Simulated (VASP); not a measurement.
Write the native input for VASP 6.6.1 that does the following.

- Task: single point
- Functional: PBE
- Potentials or basis: VASP PAW PBE potentials, release 64 (Li_sv, Ge_d, H)
- Cutoff: 520 eV
- k mesh: 6 × 6 × 6
- Occupations: gaussian, width 0.1 eV
- Spin: no spin polarisation
- Dipole correction: no
- Further INCAR settings: ALGO = Normal; EDIFF = 1e-06; NBANDS = 18

The structure of LiGeH3 lies in POSCAR:

```
LiGeH3
1.0
    2.4626758626      1.4218265722      2.0166063522
   -2.4626758626      1.4218265722      2.0166063522
    0.0000000000     -2.8436531444      2.0166063522
Li Ge H
1 1 3
Direct
    0.5000000000      0.5000000000      0.5000000000
    0.0000000000      0.0000000000      0.0000000000
    0.0000000000      0.5000000000      0.5000000000
    0.5000000000      0.0000000000      0.5000000000
    0.5000000000      0.5000000000      0.0000000000
```

The cell was generated, and may not be a known phase.

The input as run:

INCAR

```
ALGO     = Normal         # electronic algorithm
EDIFF    = 1E-6           # SCF threshold, eV
ENCUT    = 520            # plane-wave cutoff, eV
GGA      = PE             # functional
ISIF     = 2              # what is computed and relaxed
ISMEAR   = 0              # smearing method
LASPH    = T              # aspherical terms in the spheres
LCHARG   = T              # write CHGCAR
LELF     = T              # ELF
LREAL    = F              # projectors in reciprocal space
LVHAR    = T            
LWAVE    = F              # write WAVECAR
NBANDS   = 18             # bands
NELM     = 100            # most SCF steps
PREC     = Accurate       # precision mode
SIGMA    = 0.1            # smearing width, eV
```

KPOINTS

```
k-points
0
Gamma
  6 6 6
```

Potentials or basis: VASP PAW PBE potentials, release 64 (Li_sv, Ge_d, H).

Launch:

```sh
$ cat potpaw_PBE.64/Li_sv/POTCAR potpaw_PBE.64/Ge_d/POTCAR potpaw_PBE.64/H/POTCAR > POTCAR
$ mpirun -np 1 vasp_std > vasp.out
```

It gave:

- Band gap on the k mesh: zero (bands 10 and 11 overlap by 1.53 eV)

Run time: 35 s on 1 thread of Intel(R) Xeon(R) Platinum 8259CL CPU @ 2.50GHz (Skylake/Cascade Lake), on a shared host, peak memory 0.16 GiB.
